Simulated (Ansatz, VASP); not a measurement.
K: VASP beside Ansatz

```
K
1.0
     2.35972    1.36238   11.48120
    -2.35972    1.36238   11.48120
     0.00000   -2.72477   11.48120
K
3
Cartesian
  0.0000 0.0000 0.0000
  0.0000 0.0000 26.7899
  0.0000 0.0000 7.6537
```

Alike in both runs: functional PBE; k mesh 12 × 12 × 12; occupations gaussian, width 0.1 eV; no spin polarisation.

Ansatz relaxed the structure, and its values are those at the end. VASP's run is a single point on that final structure, the one shown.

|  | VASP | Ansatz |
| --- | --- | --- |
| version | VASP 6.6.1 | Ansatz 0.2.0 |
| potentials or method | VASP PAW PBE potentials, release 64 (K_sv), cutoff 520 eV | scalar-relativistic, plane waves, PAW |
| valence electrons in the cell | 27 | 27 |

|  | VASP | Ansatz | Ansatz less VASP |
| --- | --- | --- | --- |
| gap on the k mesh at the Fermi level (eV) | none | none | - |
| pressure (GPa) | 0.0 | 0.0 | +0.01 |

A gap of «none» marks a metal or a gap that the smearing closes.
